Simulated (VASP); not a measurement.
# W8C9F3 in VASP: further runs

Runs on W8C9F3. Level: PBEsol. Tasks: single point.

Everything below comes from runs of VASP 6.6.1. Logs are shortened: lines on timing, memory, paths and dates and some standing lists are left out, and cuts for length are marked.

## Step 1: The cell of the first run

The cell holds a slab with vacuum, 20 atoms: a = 5.776 Å, b = 5.776 Å, c = 16.238 Å, α = 90.00°, β = 90.00°, γ = 120.00°.

## Step 2: Single point, PBEsol

Contents of INCAR:

```
PREC = Accurate
ENCUT = 520
EDIFF = 1E-6
ISMEAR = -1
SIGMA = 0.15
LREAL = Auto
LASPH = T
NELM = 80
ALGO = Normal
ISIF = 2
LWAVE = F
LCHARG = T
GGA = PS
LELF = T
LVHAR = T
NBANDS = 100
```

Contents of KPOINTS:

```
regular mesh
0
Gamma
  3 3 1
```

Contents of POSCAR:

```
W8C9F3
1.0
    5.7763200000      0.0000000000      0.0000000000
   -2.8881600000      5.0024400000      0.0000000000
    0.0000000000      0.0000000000     16.2384600000
W C F
8 9 3
Direct
    0.0000000000      0.0000000000      0.0615821944
    0.0103248880      0.0104263120      0.2369195724
    0.0000000000      0.5000000000      0.0615821944
    0.0106557493      0.5101954246      0.2353441151
    0.5000000000      0.0000000000      0.0615821944
    0.5141566040      0.0119141859      0.2380738075
    0.5000000000      0.5000000000      0.0615821944
    0.5096404712      0.5084882577      0.2352261852
    0.3373001684      0.1690680948      0.1426795398
    0.3448810284      0.1767229592      0.3049879730
    0.3381759274      0.6709809613      0.1421054706
    0.3434985536      0.6779463622      0.3038138469
    0.8377607857      0.1704989965      0.1436682419
    0.8598806476      0.1904488610      0.3166506553
    0.8365861742      0.6701347742      0.1417050016
    0.8468546986      0.6778266206      0.3037270776
   -0.0885759277      0.2402183734      0.4090023315
   -0.1934883389      0.0125340834      0.4526577028
    0.1759033809      0.3761454410      0.4283249150
   -0.1890882690      0.3887131080      0.4398750251
```

Potentials or basis: VASP PAW PBE potentials, release 64 (W_sv, C, F).

Launch:

```bash
$ cat potpaw_PBE.64/W_sv/POTCAR potpaw_PBE.64/C/POTCAR potpaw_PBE.64/F/POTCAR > POTCAR
$ mpirun -np 1 vasp_std > vasp.out
```

OUTCAR:

```text
PREC = Accurate
   ENCUT = 520
   EDIFF = 1E-6
   ISMEAR = -1
   LREAL = Auto
   LASPH = T
   NELM = 80
   ISIF = 2
   GGA = PS

 ion  position               nearest neighbor table
   1  0.000  0.000  0.062-  15 2.10  13 2.13   9 2.14   2 2.85   5 2.89   5 2.89   3 2.89   3 2.89
                             7 2.89   7 2.89
   2  0.010  0.010  0.237-  16 1.99  10 2.01  14 2.10   9 2.24  13 2.25  15 2.30   1 2.85   6 2.87
                             8 2.88   4 2.89   4 2.89   8 2.90   6 2.91
   3  0.000  0.500  0.062-  15 2.12  13 2.12  11 2.14   4 2.82   7 2.89   7 2.89   5 2.89   1 2.89
                             1 2.89   5 2.89
   4  0.011  0.510  0.235-  16 2.00  12 2.00  14 2.07  11 2.23  13 2.26  15 2.26   3 2.82   6 2.87
                             2 2.89   8 2.89   8 2.89   2 2.89   6 2.90
   5  0.500  0.000  0.062-  11 2.10   9 2.12  13 2.15   6 2.87   1 2.89   1 2.89   3 2.89   7 2.89
                             7 2.89   3 2.89
   6  0.514  0.012  0.238-  12 1.98  10 1.99  14 2.15  13 2.23   9 2.28  11 2.31   5 2.87   2 2.87
                             4 2.87   8 2.88   8 2.90   4 2.90   2 2.91
   7  0.500  0.500  0.062-   9 2.12  11 2.12  15 2.13   8 2.82   3 2.89   3 2.89   5 2.89   5 2.89
                             1 2.89   1 2.89
   8  0.510  0.508  0.235-  10 2.01  12 2.01  16 2.02  15 2.23  11 2.25   9 2.27   7 2.82   2 2.88
                             6 2.88   4 2.89   4 2.89   6 2.90   2 2.90
   9  0.337  0.169  0.143-   7 2.12   5 2.12   1 2.14   2 2.24   8 2.27   6 2.28
  10  0.345  0.177  0.305-   6 1.99   2 2.01   8 2.01
  11  0.338  0.671  0.142-   5 2.10   7 2.12   3 2.14   4 2.23   8 2.25   6 2.31
  12  0.343  0.678  0.304-   6 1.98   4 2.00   8 2.01
  13  0.838  0.170  0.144-   3 2.12   1 2.13   5 2.15   6 2.23   2 2.25   4 2.26
  14  0.860  0.190  0.317-  17 1.53   4 2.07   2 2.10   6 2.15
  15  0.837  0.670  0.142-   1 2.10   3 2.12   7 2.13   8 2.23   4 2.26   2 2.30
  16  0.847  0.678  0.304-   2 1.99   4 2.00   8 2.02
  17  0.911  0.240  0.409-  18 1.34  20 1.35  19 1.36  14 1.53
  18  0.807  0.013  0.453-  17 1.34
  19  0.176  0.376  0.428-  17 1.36
  20  0.811  0.389  0.440-  17 1.35

  LATTYP: Found a hexagonal cell.
 ALAT       =     5.7763200000
 C/A-ratio  =     2.8112119827

  Lattice vectors:

 A1 = (   5.7763200000,   0.0000000000,   0.0000000000)
 A2 = (  -2.8881600000,   5.0024400000,   0.0000000000)
 A3 = (   0.0000000000,   0.0000000000,  16.2384600000)

Analysis of symmetry for initial positions (statically):
=====================================================================
 Subroutine PRICEL returns:
 Original cell was already a primitive cell.

 Routine SETGRP: Setting up the symmetry group for a
 hexagonal supercell.

 Subroutine GETGRP returns: Found  1 space group operations
 (whereof  1 operations were pure point group operations)
 out of a pool of 24 trial point group operations.

The static configuration has the point symmetry C_1 .

Analysis of symmetry for dynamics (positions and initial velocities):
=====================================================================
 Subroutine PRICEL returns:
 Original cell was already a primitive cell.

 Routine SETGRP: Setting up the symmetry group for a
 hexagonal supercell.

 Subroutine GETGRP returns: Found  1 space group operations
 (whereof  1 operations were pure point group operations)
 out of a pool of 24 trial point group operations.

The dynamic configuration has the point symmetry C_1 .

 Subroutine INISYM returns: Found  1 space group operations
 (whereof  1 operations are pure point group operations),
 and found     1 'primitive' translations

----------------------------------------------------------------------------------------

                                     Primitive cell

  volume of cell :     469.2216

  direct lattice vectors                    reciprocal lattice vectors
     5.776320000  0.000000000  0.000000000     0.173120603  0.099951224  0.000000000
    -2.888160000  5.002440000  0.000000000     0.000000000  0.199902448  0.000000000
     0.000000000  0.000000000 16.238460000     0.000000000  0.000000000  0.061582194

  length of vectors
     5.776320000  5.776320121 16.238460000     0.199902452  0.199902448  0.061582194

  position of ions in fractional coordinates (direct lattice)
     0.000000000  0.000000000  0.061582194
     0.010324888  0.010426312  0.236919572
     0.000000000  0.500000000  0.061582194
     0.010655749  0.510195425  0.235344115
     0.500000000  0.000000000  0.061582194
     0.514156604  0.011914186  0.238073808
[... 12 lines left out ...]
     0.175903381  0.376145441  0.428324915
     0.810911731  0.388713108  0.439875025

  ion indices of the primitive-cell ions
   primitive index   ion index
                 1           1
                 2           2
                 3           3
                 4           4
                 5           5
                 6           6
[... 12 lines left out ...]
                19          19
                20          20

----------------------------------------------------------------------------------------

 KPOINTS: regular mesh

Automatic generation of k-mesh.
 Grid dimensions read from file:
 generate k-points for:    3    3    1

 Generating k-lattice:

  Cartesian coordinates                     Fractional coordinates (reciprocal lattice)
     0.057706868  0.033317075  0.000000000     0.333333333  0.000000000  0.000000000
     0.000000000  0.066634149  0.000000000     0.000000000  0.333333333  0.000000000
     0.000000000  0.000000000  0.061582194     0.000000000  0.000000000  1.000000000

  Length of vectors
     0.066634151  0.066634149  0.061582194

  Shift w.r.t. Gamma in fractional coordinates (k-lattice)
     0.000000000  0.000000000  0.000000000

 Subroutine IBZKPT returns following result:
 ===========================================

 Found      5 irreducible k-points:

 Following reciprocal coordinates:
            Coordinates               Weight
  0.000000  0.000000  0.000000      1.000000
  0.333333 -0.000000  0.000000      2.000000
  0.000000  0.333333  0.000000      2.000000
 -0.333333  0.333333  0.000000      2.000000
  0.333333  0.333333  0.000000      2.000000
   k-points           NKPTS =      5   k-points in BZ     NKDIM =      5   number of bands    NBANDS=    100
   number of dos      NEDOS =    301   number of ions     NIONS =     20
   total plane-waves  NPLWV = 290304
   dimension x,y,z NGX =    48 NGY =   48 NGZ =  126
   dimension x,y,z NGXF=    96 NGYF=   96 NGZF=  252
   ions per type =               8   9   3
   NGX,Y,Z   is equivalent  to a cutoff of  13.81, 13.81, 12.90 a.u.
   NGXF,Y,Z  is equivalent  to a cutoff of  27.63, 27.63, 25.80 a.u.
 SYSTEM =  unknown system
   PREC   = accura    normal or accurate (medium, high low for compatibility)
   ISTART =      0    job   : 0-new  1-cont  2-samecut
   ICHARG =      2    charge: 1-file 2-atom 10-const
   ISPIN  =      1    spin polarized calculation?
   LNONCOLLINEAR =      F non collinear calculations
   LSORBIT =      F    spin-orbit coupling
   LASPH  =      T    aspherical Exc in radial PAW
   ENCUT  =  520.0 eV  38.22 Ry    6.18 a.u.  10.74 10.74 30.19*2*pi/ulx,y,z
   NELM   =     80;   NELMIN=  2; NELMDL= -5     # of ELM steps
   EDIFF  = 0.1E-05   stopping-criterion for ELM
   LREAL  =      T    real-space projection
   EDIFFG = 0.1E-04   stopping-criterion for IOM
   NSW    =      0    number of steps for IOM
   IBRION =     -1    ionic relax: 0-MD 1-quasi-New 2-CG
   NFREE  =      0    steps in history (QN), initial steepest desc. (CG)
   ISIF   =      2    stress and relaxation
   ISYM   =      2    0-nonsym 1-usesym 2-fastsym
   POTIM  = 0.5000    time-step for ionic-motion
   TEBEG  =    0.0;   TEEND  =   0.0 temperature during run
   PSTRESS=    0.0 pullay stress
   NELECT =     169.0000    total number of electrons
   NUPDOWN=      -1.0000    fix difference up-down
   EMIN   =  10.00;   EMAX   =-10.00  energy-range for DOS
   EFERMI =   0.00;   METHOD = LEGACY
   ISMEAR =    -1;   SIGMA  =   0.15  broadening in eV -4-tet -1-fermi 0-gaus
   EFERMI_NEDOS =   21; number of points for ismear=-14 and -15
   IALGO  =     38    algorithm
   IMIX   =      4    mixing-type and parameters
     AMIX     =   0.40;   BMIX     =  1.00
     AMIX_MAG =   1.60;   BMIX_MAG =  1.00
  volume/ion in A,a.u.               =      23.46       158.32
  Fermi-wavevector in a.u.,A,eV,Ry     =   1.164781  2.201118 18.459236  1.356716
  Thomas-Fermi vector in A             =   2.301315
   LORBIT       =      0    0 simple, 1 ext, 2 COOP (PROOUT), +10 PAW based schemes
   GGA     = PS    functional components
   LHFCALC =     F    Hartree Fock is set to
   AEXX    =    0.0000 exact exchange contribution
   IVDW    =     0    specifies the selected vdW correction
   LEPSILON=     F    determine dielectric tensor
   LRPA    =     F    only Hartree local field effects (RPA)
 non-spin polarized calculation
  energy-cutoff  :      520.00
  volume of cell :      469.22
 maximum number of plane-waves:     12661
 NGX is ok and might be reduce to    48
   NGX = 21   NGY = 21   NGZ = 61

 number of electron     168.9999992 magnetization

 Free energy of the ion-electron system (eV)
  ---------------------------------------------------
  ext. energy  EPLUGINS =         0.00000000
  ---------------------------------------------------
  free energy    TOTEN  =      -196.30059931 eV

  energy without entropy =     -196.00700441  energy(sigma->0) =     -196.15380186

 E-fermi :   0.7037     XC(G=0):  -6.9020

 val. band max:        0.4673460672   @ k =   0.0000   0.3333   0.0000
 cond. band min:       0.9366370708   @ k =   0.0000   0.0000   0.0000
 fundamental gap:      0.4692910035
 Fermi energy:         0.7036913919

 k-point     1 :       0.0000    0.0000    0.0000
  band No.  band energies     occupation
      1     -73.1628      2.00000
      2     -73.1092      2.00000
      3     -73.0980      2.00000
      4     -73.0927      2.00000
      5     -73.0909      2.00000
      6     -73.0276      2.00000
[... 484 lines left out ...]
     95       3.1635      0.00000
     96       3.2809      0.00000
 [bands above 96 left out]

------------------------ aborting loop because EDIFF is reached ----------------------------------------

  FORCE on cell =-STRESS in cart. coord.  units (eV):
  Direction    XX          YY          ZZ          XY          YZ          ZX
  --------------------------------------------------------------------------------------
  -------------------------------------------------------------------------------------
  Total        3.8195982      5.5092868     -0.3791545     -0.7873206     -4.6696508     -3.2837642
  in kB       13.0421830     18.8116978     -1.2946393     -2.6883402    -15.9447243    -11.2125545
  external PRESSURE =      10.1864139 kB  Pullay stress =       0.0000000 kB

 VOLUME and BASIS-vectors are now :
 -----------------------------------------------------------------------------
  energy-cutoff  :      520.00
  volume of cell :      469.22
      direct lattice vectors                 reciprocal lattice vectors
     5.776320000  0.000000000  0.000000000     0.173120603  0.099951224  0.000000000
    -2.888160000  5.002440000  0.000000000     0.000000000  0.199902448  0.000000000
     0.000000000  0.000000000 16.238460000     0.000000000  0.000000000  0.061582194

 POSITION                                       TOTAL-FORCE (eV/Angst)
 -----------------------------------------------------------------------------------
      0.00000      0.00000      1.00000         0.040447      0.279235      0.106413
      0.02953      0.05216      3.84721        -0.021494      0.009178     -0.042881
     -1.44408      2.50122      1.00000         0.145988      0.078650     -0.100127
     -1.41197      2.55222      3.82163        -0.003787     -0.022996     -0.039498
      2.88816      0.00000      1.00000         0.264767      0.284469      0.245350
      2.93552      0.05960      3.86595         0.015031      0.010929     -0.045492
[... 12 lines left out ...]
     -0.07029      1.88164      6.95534         0.223229      0.036094      0.078767
      3.56142      1.94451      7.14289        -0.437226      0.039815      0.119278
 -----------------------------------------------------------------------------------
    total drift:                                0.033318      0.005796     -0.016398

  FREE ENERGIE OF THE ION-ELECTRON SYSTEM (eV)
  ---------------------------------------------------
  free  energy   TOTEN  =      -196.3005993050 eV

  energy  without entropy=     -196.0070044146  energy(sigma->0) =     -196.15380186
```

Wall time 7 min (1 thread of Intel Xeon 6975P-C (Granite Rapids), shared host); peak memory 0.67 GiB.

What came out:

```
Free energy            : -196.3006 eV
Largest force          : 0.587 eV/Å
Band gap on the k mesh : zero (an odd number of electrons rules out a gap without spin polarisation)
```

Forces in eV/Å, atoms in the order of the input:
```
W    0.040  0.279  0.106
W   -0.021  0.009 -0.043
W    0.146  0.079 -0.100
W   -0.004 -0.023 -0.039
W    0.265  0.284  0.245
W    0.015  0.011 -0.045
W    0.107  0.142 -0.248
W   -0.006  0.002 -0.032
C    0.004  0.006  0.001
C   -0.003 -0.008  0.100
C    0.002  0.003  0.002
C   -0.006 -0.014  0.104
C    0.002 -0.001 -0.001
C   -0.044 -0.050  0.018
C   -0.002  0.002 -0.003
C   -0.001 -0.009  0.106
C   -0.164 -0.229 -0.508
F   -0.116 -0.558  0.140
F    0.223  0.036  0.079
F   -0.437  0.040  0.119
```

Caveat: the k points lie up to 0.42 Å⁻¹ apart, too coarse for converged energies and pressures of a metal; the PAW data sets were made with another functional, which shifts forces and pressure a little; spin-orbit coupling is left out, which moves the levels of the heavy elements; an odd number of electrons without spin polarisation forces a metal; a magnetic or distorted state may lie lower.

## Step 3: Single point, PBEsol

Contents of INCAR:

```
PREC = Accurate ; ENCUT = 520
EDIFF = 1E-6 ; ISMEAR = -1
SIGMA = 0.15 ; LREAL = Auto
LASPH = True ; NELM = 100
ALGO = Normal ; ISIF = 2
LWAVE = False ; LCHARG = True
GGA = PS ; LELF = True
LVHAR = True ; NBANDS = 100
```

Contents of KPOINTS:

```
Automatic mesh
0
Gamma
  3 3 1
```

Contents of POSCAR:

```
W8C9F3
1.0
    5.7763200000      0.0000000000      0.0000000000
   -2.8881600000      5.0024400000      0.0000000000
    0.0000000000      0.0000000000     16.2384600000
W C F
8 9 3
Direct
    0.0000000000      0.0000000000      0.0615821944
   -0.0084940745     -0.0096616851      0.2352271706
    0.0000000000      0.5000000000      0.0615821944
   -0.0102014587      0.4893603921      0.2353385727
    0.5000000000      0.0000000000      0.0615821944
    0.4880574521     -0.0141726837      0.2380716521
    0.5000000000      0.5000000000      0.0615821944
    0.4895596923      0.4896416549      0.2369242527
    0.3309266979      0.1626906070      0.1426812025
    0.3232537484      0.1551005110      0.3050013363
    0.3294982177      0.6622348294      0.1436670103
    0.3095157158      0.6400884368      0.3166456671
    0.8290209330      0.1618266286      0.1421041158
    0.8220295688      0.1564760397      0.3037958033
    0.8298539244      0.6634150535      0.1417039547
    0.8221924359      0.6531118814      0.3037371155
    0.2598357069      0.5886059603      0.4089975281
    0.1210579834      0.3241346223      0.4282778663
    0.4875914803      0.6906391681      0.4525333067
    0.1141847449      0.6920494799      0.4400409891
```

Potentials or basis: VASP PAW PBE potentials, release 64 (W_sv, C, F).

Launch:

```bash
$ cat potpaw_PBE.64/W_sv/POTCAR potpaw_PBE.64/C/POTCAR potpaw_PBE.64/F/POTCAR > POTCAR
$ mpirun -np 1 vasp_std > vasp.out
```

It took 12 min on 1 thread of Intel Xeon Platinum 8488C (Sapphire Rapids), shared host; peak memory 0.67 GiB.

Results (log left out):

```yaml
Free_energy: -196.3010 eV
Largest_force: 0.586 eV/Å
Band_gap_on_the_k_mesh: zero (an odd number of electrons rules out a gap without spin polarisation)
```

Forces on the atoms (eV/Å):
```
W   -0.070 -0.164 -0.248
W   -0.004  0.004 -0.032
W    0.005 -0.166 -0.101
W    0.018  0.015 -0.039
W   -0.114 -0.372  0.245
W   -0.002 -0.019 -0.045
W   -0.222 -0.175  0.107
W   -0.019  0.015 -0.043
C   -0.003 -0.007  0.001
C    0.005  0.007  0.099
C    0.002 -0.002 -0.001
C    0.022  0.064  0.018
C   -0.001 -0.003  0.002
C    0.010  0.012  0.104
C   -0.003  0.001 -0.003
C    0.007  0.005  0.106
C    0.117  0.256 -0.508
F    0.078 -0.212  0.079
F    0.425  0.380  0.139
F   -0.249  0.360  0.119
```

Levels at points of the mesh, in eV from the Fermi level:
| k point | band 83 | band 84 | band 85 | band 86 | band 87 | band 88 |
| --- | --- | --- | --- | --- | --- | --- |
| (0.00, 0.00, 0.00) | 0.32 | 0.49 | 0.49 | 0.52 | 1.30 | 1.35 |

Caveat: the k points lie up to 0.42 Å⁻¹ apart, too coarse for converged energies and pressures of a metal; the PAW data sets were made with another functional, which shifts forces and pressure a little; spin-orbit coupling is left out, which moves the levels of the heavy elements; an odd number of electrons without spin polarisation forces a metal; a magnetic or distorted state may lie lower.
